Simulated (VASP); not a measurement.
Input of a VASP 6.6.1 run:

INCAR

```
ALGO = Fast
EDIFF = 1E-6
EDIFFG = -0.01
ENCUT = 600
GGA = RP
IBRION = 2
ISIF = 3
ISMEAR = -1
LASPH = T
LCHARG = F
LREAL = F
LWAVE = F
NELM = 80
NSW = 60
PREC = Accurate
SIGMA = 0.05
```

The input KPOINTS:

```
k-points
0
Gamma
  12 12 12
```

Contents of POSCAR:

```
Al
1.0
   -1.5912186900      1.5912186900      1.5912186900
    1.5912186900     -1.5912186900      1.5912186900
    1.5912186900      1.5912186900     -1.5912186900
Al
1
Direct
    0.0000000000      0.0000000000      0.0000000000
```

Potentials or basis: VASP PAW PBE potentials, release 64 (Al).

Run with:

```bash
$ cat potpaw_PBE.64/Al/POTCAR > POTCAR
$ mpirun -np 1 vasp_std > vasp.out
```

(1) Estimate the relaxed volume.

(2) Estimate the relaxed cell.

(3) Predict the space group after relaxing (to 0.05 Å).

Answers

(1) 17.21 Å³/atom.

(2) a = 2.817 Å, b = 2.817 Å, c = 2.817 Å, α = 109.47°, β = 109.47°, γ = 109.47°.

(3) Im-3m (No. 229).

Caveat: the PAW data sets were made with another functional, which shifts forces and pressure a little.
